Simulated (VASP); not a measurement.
Runs of VASP 6.6.1 on Pb. The structure is that of space group P6/mmm (No. 191), or close to it. The cells are those of the table. This isn't the form of Pb at room conditions, which is fcc.

```csv
cell,k mesh,gap on the mesh (eV),pressure (GPa)
"a = 5.893, b = 5.893, c = 3.505 Å, angles 90.0, 90.0, 120.0°, 3 atoms",7 × 7 × 10,none,0.0
"a = 5.813, b = 5.813, c = 3.458 Å, angles 90.0, 90.0, 120.0°, 3 atoms",7 × 7 × 10,none,1.4
"a = 5.647, b = 5.647, c = 3.359 Å, angles 90.0, 90.0, 120.0°, 3 atoms",7 × 7 × 10,none,(b)
"a = 6.046, b = 6.046, c = 3.597 Å, angles 90.0, 90.0, 120.0°, 3 atoms",7 × 7 × 10,none,(a)
"a = 5.893, b = 5.893, c = 3.505 Å, angles 90.0, 90.0, 120.0°, 3 atoms",7 × 7 × 9,none,0.0
"a = 5.970, b = 5.970, c = 3.552 Å, angles 90.0, 90.0, 120.0°, 3 atoms",7 × 7 × 10,none,-1.1
"a = 5.731, b = 5.731, c = 3.409 Å, angles 90.0, 90.0, 120.0°, 3 atoms",7 × 7 × 10,none,3.2
```

Alike in all rows: task single point; level BLYP; potentials or basis VASP PAW PBE potentials, release 64 (Pb_d); no spin polarisation; cutoff (eV) 520; smearing fermi-dirac 0.1 eV.

**Question.** Estimate the missing entries.

**Answer.** (a) -1.9; (b) 5.4.

Caveats: the PAW data sets were made with another functional, which shifts forces and pressure a little; spin-orbit coupling is left out, which moves the levels of the heavy elements; the cell stands under pressure (at least some runs).

A k mesh can miss the band edges, and the runs leave out spin-orbit coupling on Pb.

A gap of «none» marks levels without a gap at the run's occupations.
